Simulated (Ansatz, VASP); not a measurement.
# GaSb3: VASP beside Ansatz

INCAR

```
ALGO = Normal ; EDIFF = 1E-7
EDIFFG = -0.001 ; ENCUT = 600
GGA = PE ; IBRION = 2
ISIF = 3 ; ISMEAR = 0
LASPH = True ; LCHARG = False
LREAL = False ; LWAVE = False
NELM = 100 ; NSW = 80
PREC = Accurate ; SIGMA = 0.1
```

Contents of KPOINTS:

```
k-points
0
Gamma
  8 8 8
```

POSCAR

```
GaSb3
1.0
   -3.0195739721      3.0195739721      3.0195739721
    3.0195739721     -3.0195739721      3.0195739721
    3.0195739721      3.0195739721     -3.0195739721
Ga Sb
1 3
Direct
    0.0000000000      0.0000000000      0.0000000000
    0.0000000000      0.5000000000      0.5000000000
    0.5000000000      0.0000000000      0.5000000000
    0.5000000000      0.5000000000      0.0000000000
```

Input for Ansatz:

```yaml
crystal:
  lattice:
    - [-3.0195739721, 3.0195739721, 3.0195739721]
    - [3.0195739721, -3.0195739721, 3.0195739721]
    - [3.0195739721, 3.0195739721, -3.0195739721]
  atoms:
    - { symbol: Ga, position: [0.0, 0.0, 0.0] }
    - { symbol: Sb, position: [0.0, 0.5, 0.5] }
    - { symbol: Sb, position: [0.5, 0.0, 0.5] }
    - { symbol: Sb, position: [0.5, 0.5, 0.0] }
basis:
  ecutwfc: 420
kpoints:
  mp_grid: { grid: [8, 8, 8] }
hamiltonian:
  xc: pbe
scf:
  occupations: { method: gaussian, width: 0.1 }
output:
  forces: true
  stress: true
  eigenvalues: true
relax:
  adjacent_minimum: "off"
  f_tol: 0.001
  max_steps: 60
  cell: { stress_tol: 0.01 }
```

Alike in both runs: task relaxation of cell and atoms; functional PBE; k mesh 8 × 8 × 8; occupations gaussian, width 0.1 eV; no spin polarisation.

|  | VASP | Ansatz |
| --- | --- | --- |
| version | VASP 6.6.1 | Ansatz 0.2.0 |
| potentials or method | VASP PAW PBE potentials, release 64 (Ga_d, Sb), cutoff 600 eV | scalar-relativistic, plane waves, PAW |
| valence electrons in the cell | 28 | 58 |

|  | VASP | Ansatz | Ansatz less VASP |
| --- | --- | --- | --- |
| gap on the k mesh at the Fermi level, each at its own relaxed structure (eV) | none | none | - |
| relaxed volume (Å³/atom) | 27.53 | 27.53 | 0.000 |
| relaxed length of the cell vector where the two differ most in proportion (Å) | 5.230 | 5.230 | 0.0000 |

A gap of «none» marks a metal or a gap that the smearing closes. VASP's potentials hold 28 valence electrons a cell and Ansatz's 58, so a difference there can come from the potentials and not from the codes.

Spin-orbit coupling is off throughout. Noted on VASP's run: the relaxation stopped at its first step, so nothing moved.
